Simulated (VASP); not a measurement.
# Al5N (R3m) in VASP: notebook, part 2 of 3

VASP 6.6.1. Earlier steps stand in the parts before.

**3. Single point, PBE**

This run uses another cell than the first one, of 18.23 Å³/atom, 1.284 times its volume.

File INCAR:

```
SYSTEM = Al5N
PREC = Accurate ; ENCUT = 520
EDIFF = 1E-6 ; ISMEAR = 0
SIGMA = 0.1 ; LREAL = .FALSE.
LASPH = .TRUE. ; NELM = 100
ALGO = Normal ; ISIF = 2
LWAVE = .FALSE. ; LCHARG = .FALSE.
GGA = PE ; NBANDS = 19
```

File KPOINTS:

```
regular mesh
0
G
  6 6 6
  0 0 0
```

File POSCAR:

```
Al5N
1.0
    2.7227790083      1.5719971934      4.2592421874
   -2.7227790083      1.5719971934      4.2592421874
    0.0000000000     -3.1439943868      4.2592421874
Al N
5 1
Direct
    0.3427354877      0.8507317903      0.3427354877
    0.3427354877      0.3427354877      0.8507317903
    0.8507317903      0.3427354877      0.3427354877
    0.7489385627      0.7489385627      0.7489385627
    0.3490828564      0.3490828564      0.3490828564
    0.5987523851      0.5987523851      0.5987523851
```

Potentials or basis: VASP PAW PBE potentials, release 64 (Al, N).

Run with:

```bash
cat potpaw_PBE.64/Al/POTCAR potpaw_PBE.64/N/POTCAR > POTCAR
mpirun -np 1 vasp_std > vasp.out
```

Wall time 70 s (1 thread of Intel Xeon Platinum 8175M at 2.50GHz (Skylake/Cascade Lake), shared host); peak memory 0.25 GiB.

The run converged. Its results:

```
Free energy            : -27.0099 eV
Pressure               : -0.1 GPa
Largest force          : 0.005 eV/Å
Band gap on the k mesh : zero (band 10 reaches 5.95 eV, above the bottom of band 11 at 4.35 eV)
```

Forces on the atoms (eV/Å):
```
Al   0.003 -0.002  0.000
Al   0.000  0.003  0.000
Al  -0.003 -0.002  0.000
Al   0.000  0.000 -0.005
Al   0.000  0.000  0.002
N    0.000  0.000  0.002
```

Levels at points of the mesh, in eV from the Fermi level:
```tsv
k point	band 8	band 9	band 10	band 11	band 12	band 13
(0.00, 0.00, 0.00)	-2.78	-2.40	-1.09	-1.09	0.15	1.26
(0.50, 0.00, 0.00)	-2.60	-2.16	-0.30	0.07	1.71	2.46
(0.50, 0.50, 0.00)	-1.96	-1.38	-0.90	1.70	2.20	2.34
(0.50, 0.50, 0.50)	-2.58	-1.39	-0.82	-0.82	-0.36	2.24
```

**4. Relaxation of cell and atoms, PBE**

File INCAR:

```
SYSTEM = Al5N
  PREC = Accurate
  ENCUT = 600
  EDIFF = 1E-6
  ISMEAR = 0
  SIGMA = 0.1
  LREAL = .False.
  LASPH = .True.
  NELM = 100
  ALGO = Normal
  ISIF = 3
  LWAVE = .False.
  LCHARG = .False.
  GGA = PE
  IBRION = 2
  NSW = 90
  EDIFFG = -0.04
```

File KPOINTS:

```
regular mesh
0
Gamma
  6 6 6
  0 0 0
```

File POSCAR:

```
Al5N
1.0
    3.0565053400      1.7646741800      2.6319211500
   -3.0565053400      1.7646741800      2.6319211500
    0.0000000000     -3.5293483600      2.6319211500
Al N
5 1
Direct
    0.1937716600      0.8653886400      0.1937716600
    0.1937716600      0.1937716600      0.8653886400
    0.8653886400      0.1937716600      0.1937716600
    0.9197550000      0.9197550000      0.9197550000
    0.3714479100      0.3714479100      0.3714479100
    0.6888417000      0.6888417000      0.6888417000
```

Run with:

```bash
cat potpaw_PBE.64/Al/POTCAR potpaw_PBE.64/N/POTCAR > POTCAR
mpirun -np 1 vasp_std > vasp.out
```

Run time: 35 min. Hardware: 1 thread of Intel Xeon Platinum 8175M at 2.50GHz (Skylake/Cascade Lake), shared host; peak memory 0.23 GiB.

It converged, with:

| Property | Result |
| --- | --- |
| Free energy | -26.7204 eV |
| Relaxed volume | 17.94 Å³/atom |
| Relaxed cell | a = 5.213 Å, b = 5.213 Å, c = 5.213 Å, α = 63.38°, β = 63.38°, γ = 63.38° |
| Space group after relaxing (to 0.05 Å) | R3m (No. 160) |
| Energy gained by relaxing | 3908.5 meV/atom |
| Ionic steps | 78 |
| Pressure after relaxing | 0.0 GPa |
| Largest force after relaxing | 0.009 eV/Å |
| Band gap on the k mesh | zero (band 10 reaches 6.02 eV, above the bottom of band 11 at 4.42 eV) |

Forces on the atoms (eV/Å):
```
Al   0.005 -0.003  0.000
Al   0.000  0.006  0.000
Al  -0.005 -0.003  0.000
Al   0.000  0.000 -0.003
Al   0.000  0.000 -0.006
N    0.000  0.000  0.009
```

The path:
```tsv
step	energy change (eV)	largest force (eV/Å)	pressure (GPa)	volume (Å³)
1	0.0000	38.1004	87.01	85.18
3	-10.8049	37.0961	58.99	85.39
5	-15.7265	5.2580	-3.93	206.76
7	-17.5287	3.9634	-2.87	133.74
9	-18.1997	4.3980	13.58	96.19
11	-18.3531	4.4550	7.23	102.65
13	-20.2343	2.1354	-3.80	116.94
15	-20.7895	0.4626	2.51	110.17
17	-20.7979	0.8712	1.66	110.75
19	-20.8227	0.4194	1.17	111.97
21	-20.8351	0.1487	-0.06	114.14
23	-20.8360	0.0960	0.06	114.23
25	-20.8375	0.1600	-0.13	114.67
27	-20.8387	0.1029	-0.21	114.78
29	-20.8416	0.1727	-0.56	115.25
31	-20.8448	0.1716	-0.54	115.13
33	-20.8635	0.2000	-0.37	114.54
35	-21.1379	0.9110	1.90	111.29
37	-21.4199	2.9375	9.90	103.83
39	-21.4593	2.7317	8.95	104.55
41	-21.4601	2.7586	9.02	104.52
43	-21.4596	2.8650	9.27	104.39
45	-21.4612	2.8118	9.14	104.46
47	-21.4675	2.8023	9.09	104.50
49	-21.4923	2.7656	8.92	104.65
51	-21.5873	2.6182	8.20	105.27
53	-21.9022	2.0472	5.69	107.69
55	-22.2561	1.4063	0.31	116.99
57	-22.3128	1.0801	0.66	115.23
59	-22.4167	0.8207	-0.78	116.70
61	-22.5414	0.7503	-0.30	115.46
63	-22.5685	1.3770	0.57	114.42
65	-22.6873	1.7664	0.45	113.94
67	-23.1790	1.0828	-1.40	111.69
69	-23.2536	0.8901	-1.23	109.66
71	-23.3553	0.5272	1.94	106.11
73	-23.4376	0.5786	-0.48	108.28
75	-23.4499	0.0629	-0.12	107.88
77	-23.4511	0.0402	0.07	107.58
78	-23.4511	0.0093	-0.01	107.66
```

Final structure:
```xyz
6
Lattice="2.7385 1.5811 4.1443 -2.7385 1.5811 4.1443 0.0000 -3.1621 4.1443" Properties=species:S:1:pos:R:3 pbc="T T T"
Al   -1.3880    0.8014    6.3567
Al    0.0000   -1.6028    6.3567
Al    1.3880    0.8014    6.3567
Al    0.0000    0.0000    9.3528
Al    0.0000    0.0000    4.3212
N     0.0000    0.0000    7.4506
```

Levels at points of the mesh, in eV from the Fermi level:
| k point | band 7 | band 8 | band 9 | band 10 | band 11 | band 12 | band 13 | band 14 |
| --- | --- | --- | --- | --- | --- | --- | --- | --- |
| (0.00, 0.00, 0.00) | -2.88 | -2.88 | -2.33 | -1.11 | -1.11 | 0.24 | 1.23 | 1.23 |
| (0.50, 0.00, 0.00) | -3.18 | -2.49 | -2.11 | -0.46 | 0.02 | 1.93 | 2.28 | 2.89 |
| (0.50, 0.50, 0.00) | -3.08 | -1.99 | -1.45 | -0.81 | 1.67 | 2.12 | 2.27 | 3.22 |
| (0.50, 0.50, 0.50) | -2.71 | -2.71 | -1.45 | -0.80 | -0.80 | -0.28 | 2.36 | 2.36 |

Caveat: the volume moved by over 15 % at a fixed basis, so the end points are rough.

**5. Single point, PBE, collinear spin, ferromagnetic start**

File INCAR:

```
PREC = Accurate
ENCUT = 520
EDIFF = 1E-7
ISMEAR = 0
SIGMA = 0.1
LREAL = F
LASPH = T
NELM = 150
ALGO = Normal
ISIF = 2
LWAVE = F
LCHARG = F
ISPIN = 2
MAGMOM = 0 0 0 0 0 1
LORBIT = 11
GGA = PE
NBANDS = 23
```

File KPOINTS:

```
regular mesh
0
Gamma
  6 6 6
```

POSCAR is that of step 4.

Potentials or basis: VASP PAW PBE potentials, release 64 (Al, N).

Run with:

```bash
cat potpaw_PBE.64/Al/POTCAR potpaw_PBE.64/N/POTCAR > POTCAR
mpirun -np 1 vasp_std > vasp.out
```

OUTCAR:

```text
PREC = Accurate
   ENCUT = 520
   EDIFF = 1E-7
   ISMEAR = 0
   LREAL = F
   LASPH = T
   NELM = 150
   ISIF = 2
   ISPIN = 2
   LORBIT = 11
   GGA = PE

 ion  position               nearest neighbor table
   1  0.194  0.865  0.194-   4 1.74   2 2.01   3 2.01   5 2.40   5 2.55   2 3.34   3 3.34   3 3.34
                             2 3.34
   2  0.194  0.194  0.865-   4 1.74   3 2.01   1 2.01   5 2.40   5 2.55   1 3.34   3 3.34   1 3.34
                             3 3.34
   3  0.865  0.194  0.194-   4 1.74   2 2.01   1 2.01   5 2.40   5 2.55   2 3.34   1 3.34   1 3.34
                             2 3.34
   4  0.920  0.920  0.920-   2 1.74   1 1.74   3 1.74   6 1.82
   5  0.371  0.371  0.371-   2 2.40   1 2.40   3 2.40   6 2.51   2 2.55   1 2.55   3 2.55
   6  0.689  0.689  0.689-   4 1.82   5 2.51

  LATTYP: Found a trigonal (rhomboedric) cell.
 ALAT       =     4.4026479299
 COS(alpha) =     0.0360546806

  Lattice vectors:

 A1 = (   3.0565053400,   1.7646741800,   2.6319211500)
 A2 = (  -3.0565053400,   1.7646741800,   2.6319211500)
 A3 = (   0.0000000000,  -3.5293483600,   2.6319211500)

Analysis of symmetry for initial positions (statically):
=====================================================================
 Subroutine PRICEL returns:
 Original cell was already a primitive cell.

 Routine SETGRP: Setting up the symmetry group for a
 trigonal (rhombohedral) supercell.

 Subroutine GETGRP returns: Found  6 space group operations
 (whereof  6 operations were pure point group operations)
 out of a pool of 12 trial point group operations.

The static configuration has the point symmetry C_3v.

Analysis of symmetry for dynamics (positions and initial velocities):
=====================================================================
 Subroutine PRICEL returns:
 Original cell was already a primitive cell.

 Routine SETGRP: Setting up the symmetry group for a
 trigonal (rhombohedral) supercell.

 Subroutine GETGRP returns: Found  6 space group operations
 (whereof  6 operations were pure point group operations)
[... 185 lines left out ...]
      2      -3.4982      1.00000
      3       1.4622      1.00000
      4       3.6600      1.00000
      5       3.6600      1.00000
      6       4.0218      1.00000
[... 589 lines left out ...]
     21      16.1009      0.00000
     22      16.8759      0.00000

 [... further k-points ...]

 spin component 2

 k-point     1 :       0.0000    0.0000    0.0000
  band No.  band energies     occupation
      1      -6.3076      1.00000
      2      -3.4981      1.00000
      3       1.4622      1.00000
      4       3.6600      1.00000
      5       3.6600      1.00000
      6       4.0218      1.00000
[... 589 lines left out ...]
     21      16.1009      0.00000
     22      16.8759      0.00000

 [... further k-points ...]

 [bands above 22 left out]

------------------------ aborting loop because EDIFF is reached ----------------------------------------

  FORCE on cell =-STRESS in cart. coord.  units (eV):
  Direction    XX          YY          ZZ          XY          YZ          ZX
  --------------------------------------------------------------------------------------
  -------------------------------------------------------------------------------------
  Total       44.2952191     44.2952190     50.2377749      0.0000000     -0.0000000      0.0000000
  in kB      833.2083656    833.2083648    944.9898930      0.0000000     -0.0000000      0.0000000
  external PRESSURE =     870.4688745 kB  Pullay stress =       0.0000000 kB

 VOLUME and BASIS-vectors are now :
 -----------------------------------------------------------------------------
  energy-cutoff  :      520.00
  volume of cell :       85.18
      direct lattice vectors                 reciprocal lattice vectors
     3.056505340  1.764674180  2.631921150     0.163585515  0.094446141  0.126650197
    -3.056505340  1.764674180  2.631921150    -0.163585515  0.094446141  0.126650197
     0.000000000 -3.529348360  2.631921150     0.000000000 -0.188892282  0.126650197

 POSITION                                       TOTAL-FORCE (eV/Angst)
 -----------------------------------------------------------------------------------
     -2.05280      1.18519      3.29762        18.510189    -10.686863     12.321367
      0.00000     -2.37037      3.29762         0.000000     21.373725     12.321367
      2.05280      1.18519      3.29762       -18.510189    -10.686863     12.321367
      0.00000      0.00000      7.26217         0.000000      0.000000    -38.102164
      0.00000      0.00000      2.93286         0.000000     -0.000000      2.394058
      0.00000      0.00000      5.43893         0.000000     -0.000000     -1.255995
 -----------------------------------------------------------------------------------
    total drift:                                0.000000     -0.000000      0.000145

  FREE ENERGIE OF THE ION-ELECTRON SYSTEM (eV)
  ---------------------------------------------------
  free  energy   TOTEN  =        -3.2669925513 eV

  energy  without entropy=       -3.2556146328  energy(sigma->0) =       -3.26130359

 total charge

# of ion       s       p       d       tot
------------------------------------------
    1        0.584   0.626   0.000   1.210
    2        0.584   0.626   0.000   1.210
    3        0.584   0.626   0.000   1.210
    4        0.646   0.786   0.000   1.433
    5        0.475   0.429   0.000   0.904
    6        1.318   2.183   0.000   3.501
--------------------------------------------------
tot          4.192   5.274   0.000   9.467

 magnetization (x)

# of ion       s       p       d       tot
------------------------------------------
    1        0.000   0.000   0.000   0.000
    2        0.000   0.000   0.000   0.000
    3        0.000   0.000   0.000   0.000
    4        0.000   0.000   0.000   0.000
    5        0.000   0.000   0.000   0.000
    6        0.000   0.000   0.000   0.000
--------------------------------------------------
tot          0.000   0.000   0.000   0.000
```

Run time: 2.6 min. Hardware: 1 thread of Intel Xeon Platinum 8175M at 2.50GHz (Skylake/Cascade Lake), shared host; peak memory 0.28 GiB.

What came out:

| Property | Result |
| --- | --- |
| Free energy | -3.2670 eV |
| Pressure | 87.0 GPa |
| Largest force | 38.102 eV/Å |
| Band gap on the k mesh | zero (filled and empty bands overlap) |
| Net moment | 0.00 μB per cell |
| Valence electrons inside the program's atomic spheres | Al 1.21, 1.43, 0.90; N 3.50 |

Forces in eV/Å, atoms in the order of the input:
```
Al   18.510 -10.687  12.321
Al    0.000  21.374  12.321
Al  -18.510 -10.687  12.321
Al    0.000   0.000 -38.102
Al    0.000   0.000   2.394
N     0.000   0.000  -1.256
```

Caveat: forces of over 1 eV/Å act on the atoms, so gaps and moduli don't describe the material at rest.

(Continued in part 3 of 3.)
